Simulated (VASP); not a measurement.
# Si (a cell with a defect) in VASP: further runs, part 3 of 3

VASP 6.6.1. Earlier steps stand in the parts before.

## (4) Single point, PBE+D3(BJ)

INCAR

```
SYSTEM = Si
PREC = Accurate
ENCUT = 520
EDIFF = 1E-7
ISMEAR = 0
SIGMA = 0.02
LREAL = Auto
LASPH = .TRUE.
NELM = 100
ALGO = Normal
ISIF = 2
LWAVE = .FALSE.
LCHARG = .TRUE.
GGA = PE
IVDW = 12
LELF = .TRUE.
LVHAR = .TRUE.
NBANDS = 48
```

KPOINTS

```
regular mesh
0
G
  2 2 2
  0 0 0
```

POSCAR

```
Si
1.0
    0.0000000000      5.4300000000      5.4300000000
    5.4300000000      0.0000000000      5.4300000000
    5.4300000000      5.4300000000      0.0000000000
Si
17
Direct
    0.0007362799      0.0003263352      0.0000303867
    0.1250683241      0.1249983425      0.1248843462
    0.0003720994      0.0000496317      0.4987919890
    0.1221923573      0.1216470534      0.6277586556
    0.0004223757      0.4988989871     -0.0001601289
    0.1221785451      0.6280470534      0.1213083794
   -0.0063343462      0.5019151934      0.5016529466
    0.1218479742      0.6278575506      0.6276669429
    0.4989568140      0.0001695212     -0.0000965930
    0.6284843462      0.1215867403      0.1212657459
    0.5024191529     -0.0071116022      0.5017386740
    0.6280751381      0.1214615101      0.6276637201
    0.5024290055      0.5020028545     -0.0074286372
    0.6280987109      0.6278839779      0.1211683241
    0.5018802947      0.5015313076      0.5012677716
    0.6250499079      0.6242900552      0.6239911602
    0.3750933702      0.3742475138      0.3738727440
```

Launch:

```
$ cat potpaw_PBE.64/Si/POTCAR > POTCAR
$ mpirun -np 1 vasp_std > vasp.out
```

Wall time 7.1 min (1 thread of Intel Xeon 8259CL, shared host); peak memory 0.47 GiB.

Results (log left out):

```yaml
Free_energy: -93.6333 eV
Pressure: 2.4 GPa
Largest_force: 0.030 eV/Å
Band_gap_on_the_k_mesh: zero (bands 34 and 35 overlap by 0.25 eV)
Dispersion_energy_per_atom: -0.332 eV
```

Forces in eV/Å, atoms in the order of the input:
```
Si   0.012  0.012  0.012
Si  -0.003 -0.001 -0.001
Si  -0.010 -0.016  0.021
Si  -0.003 -0.006  0.013
Si  -0.008  0.020 -0.017
Si  -0.001  0.016 -0.007
Si   0.000 -0.002  0.001
Si  -0.030 -0.002 -0.001
Si   0.016 -0.012 -0.015
Si   0.026 -0.001 -0.004
Si  -0.005 -0.004  0.005
Si  -0.002 -0.021  0.002
Si  -0.004  0.003 -0.003
Si  -0.001  0.003 -0.018
Si   0.009  0.008  0.009
Si   0.000  0.000  0.002
Si   0.005  0.002  0.000
```

Levels at points of the mesh, in eV from the Fermi level:
```
           k point  band 30  band 31  band 32  band 33  band 34  band 35  band 36  band 37  band 38  band 39
(0.00, 0.00, 0.00)    -1.76    -0.83    -0.83    -0.83    -0.25    -0.24    -0.24     0.08     0.08     0.40
(0.50, 0.00, 0.00)    -1.59    -1.58    -1.44    -1.44    -0.35     0.52     0.53     0.89     0.89     1.28
(0.00, 0.50, 0.00)    -1.59    -1.58    -1.44    -1.44    -0.35     0.53     0.54     0.89     0.89     1.28
(0.00, 0.00, 0.50)    -1.59    -1.58    -1.44    -1.44    -0.35     0.53     0.54     0.89     0.89     1.28
(0.50, 0.50, 0.50)    -1.59    -1.59    -1.44    -1.44    -0.36     0.52     0.53     0.89     0.89     1.28
(0.50, 0.50, 0.00)    -2.03    -2.03    -1.90    -1.00     0.01     0.71     1.01     1.02     1.14     1.89
(0.00, 0.50, 0.50)    -2.03    -2.03    -1.90    -1.00     0.01     0.71     1.01     1.02     1.14     1.89
(0.50, 0.00, 0.50)    -2.03    -2.03    -1.90    -1.00     0.01     0.71     1.01     1.02     1.14     1.89
```

Caveat: the k points lie up to 0.50 Å⁻¹ apart.

## (5) Single point, PBE+D3(BJ)

INCAR

```
ALGO = Normal ; EDIFF = 1E-7
ENCUT = 520 ; GGA = PE
ISIF = 2 ; ISMEAR = 0
IVDW = 12 ; LASPH = T
LCHARG = F ; LREAL = Auto
LWAVE = F ; NBANDS = 48
NELM = 60 ; PREC = Accurate
SIGMA = 0.02
```

KPOINTS

```
k-points
0
Gamma
  2 2 2
```

POSCAR

```
Si
1.0
    0.0000000000      5.4300000000      5.4300000000
    5.4300000000      0.0000000000      5.4300000000
    5.4300000000      5.4300000000      0.0000000000
Si
17
Direct
    0.0001918969      0.0000386740      0.0001287293
    0.1224331492      0.1233756906      0.1231082873
   -0.0036161142     -0.0030732044      0.5032501842
    0.1223506446      0.1227418048      0.6315447514
   -0.0037511050      0.5034820442     -0.0033463168
    0.1223176796      0.6314572744      0.1226701657
   -0.0033789134      0.5029061694      0.5028533149
    0.1259233886      0.6245261510      0.6242186004
    0.5026548803     -0.0027992634     -0.0029357274
    0.6316098527      0.1227030387      0.1226586556
    0.5025453959     -0.0028726519      0.5027547882
    0.6237752302      0.1263581031      0.6245892265
    0.5025311234      0.5027974217     -0.0029556169
    0.6236527624      0.6247730203      0.1262428177
    0.4995178637      0.5000545120      0.4999171271
    0.6239895948      0.6246951197      0.6245643646
    0.2499250460      0.2500775322      0.2500998158
```

Potentials or basis: VASP PAW PBE potentials, release 64 (Si).

Launch:

```
$ cat potpaw_PBE.64/Si/POTCAR > POTCAR
$ mpirun -np 1 vasp_std > vasp.out
```

OUTCAR:

```text
EDIFF = 1E-7
   ENCUT = 520
   GGA = PE
   ISIF = 2
   ISMEAR = 0
   IVDW = 12
   LASPH = T
   LREAL = Auto
   NELM = 60
   PREC = Accurate
 IVDW          = 12

 ion  position               nearest neighbor table
   1  0.000  0.000  0.000-   2 2.31  10 2.31   6 2.31   4 2.31
   2  0.122  0.123  0.123-   1 2.31   5 2.38   3 2.38   9 2.38  17 2.39
   3  0.996  0.997  0.503-   8 2.34  12 2.34   4 2.38   2 2.38  17 2.75
   4  0.122  0.123  0.632-   1 2.31   3 2.38   7 2.38  11 2.38  17 2.39
   5  0.996  0.503  0.997-   8 2.34  14 2.34   6 2.38   2 2.38  17 2.75
   6  0.122  0.631  0.123-   1 2.31   5 2.38   7 2.38  13 2.38  17 2.39
[... 620 lines left out ...]
  Total       4.78370     4.75326     4.76718     0.04259    -0.00274     0.05591
  in kB      23.93564    23.78334    23.85296     0.21309    -0.01372     0.27974
  external pressure =       23.86 kB  Pullay stress =        0.00 kB

 VOLUME and BASIS-vectors are now :
 -----------------------------------------------------------------------------
  energy-cutoff  :      520.00
  volume of cell :      320.21
      direct lattice vectors                 reciprocal lattice vectors
     0.000000000  5.430000000  5.430000000    -0.092081031  0.092081031  0.092081031
     5.430000000  0.000000000  5.430000000     0.092081031 -0.092081031  0.092081031
     5.430000000  5.430000000  0.000000000     0.092081031  0.092081031 -0.092081031

 POSITION                                       TOTAL-FORCE (eV/Angst)
 -----------------------------------------------------------------------------------
      0.00091      0.00174      0.00125        -0.001968     -0.001743     -0.001296
      1.33841      1.33329      1.33474        -0.009323     -0.005246     -0.006252
      8.14596      8.14301     10.82368         0.001433     -0.012007      0.008742
      4.09578      4.09365      1.33085        -0.000044      0.002223      0.002385
      8.14574     10.82146      8.14354         0.001317      0.010222     -0.008888
      4.09491      1.33028      4.09300         0.001975      0.001396      0.004218
[... 9 lines left out ...]
      6.78348      6.77965      6.78036        -0.010331      0.004986      0.001744
      2.71596      2.71513      2.71501        -0.001443      0.004625      0.003650
 -----------------------------------------------------------------------------------
    total drift:                                0.002723      0.002632      0.002616

  FREE ENERGIE OF THE ION-ELECTRON SYSTEM (eV)
  ---------------------------------------------------
  free  energy   TOTEN  =       -93.6333707640 eV

  energy  without entropy=      -93.6295153151  energy(sigma->0) =      -93.63144304
```

OSZICAR:

```text
N       E                     dE             d eps       ncg     rms          rms(c)
DAV:   1     0.165024265291E+03    0.16502E+03   -0.26109E+04   768   0.117E+03
DAV:   2    -0.746040994102E+02   -0.23963E+03   -0.22628E+03   928   0.171E+02
DAV:   3    -0.892872144305E+02   -0.14683E+02   -0.14363E+02   992   0.374E+01
DAV:   4    -0.895959659577E+02   -0.30875E+00   -0.30750E+00   952   0.671E+00
DAV:   5    -0.896037673280E+02   -0.78014E-02   -0.77968E-02   952   0.101E+00    0.146E+01
DAV:   6    -0.884486821802E+02    0.11551E+01   -0.86296E-01   896   0.278E+00    0.889E+00
DAV:   7    -0.879800912464E+02    0.46859E+00   -0.12352E+00   896   0.326E+00    0.817E-01
DAV:   8    -0.879874636215E+02   -0.73724E-02   -0.58870E-02   880   0.873E-01    0.417E-01
DAV:   9    -0.879889893967E+02   -0.15258E-02   -0.57219E-03   904   0.256E-01    0.184E-01
DAV:  10    -0.879898076903E+02   -0.81829E-03   -0.90658E-04   864   0.106E-01    0.815E-02
DAV:  11    -0.879899886789E+02   -0.18099E-03   -0.21337E-04   888   0.538E-02    0.145E-02
DAV:  12    -0.879899971384E+02   -0.84594E-05   -0.11244E-05   960   0.124E-02    0.758E-03
DAV:  13    -0.879899994726E+02   -0.23342E-05   -0.33125E-06   888   0.637E-03    0.178E-03
DAV:  14    -0.879899993090E+02    0.16360E-06   -0.17046E-07   696   0.155E-03    0.875E-04
DAV:  15    -0.879899993997E+02   -0.90722E-07   -0.99252E-08   632   0.119E-03
   1 F= -.93633371E+02 E0= -.93631443E+02  d E =-.385545E-02
```

It took 7 min on 1 thread of Intel Xeon 8259CL, shared host; peak memory 0.47 GiB.

What came out:

```
Free energy                : -93.6334 eV
Pressure                   : 2.4 GPa
Largest force              : 0.021 eV/Å
Band gap on the k mesh     : zero (bands 34 and 35 overlap by 0.25 eV)
Dispersion energy per atom : -0.332 eV
```

Forces on the atoms (eV/Å):
```
Si  -0.002 -0.002 -0.001
Si  -0.009 -0.005 -0.006
Si   0.001 -0.012  0.009
Si   0.000  0.002  0.002
Si   0.001  0.010 -0.009
Si   0.002  0.001  0.004
Si  -0.004 -0.013 -0.011
Si   0.013  0.006  0.000
Si   0.005 -0.011 -0.008
Si   0.006 -0.004 -0.004
Si   0.000 -0.004 -0.009
Si   0.000  0.014  0.014
Si   0.000 -0.012 -0.004
Si  -0.003  0.016  0.014
Si   0.000  0.004  0.004
Si  -0.010  0.005  0.002
Si  -0.001  0.005  0.004
```

Caveat: the k points lie up to 0.50 Å⁻¹ apart.
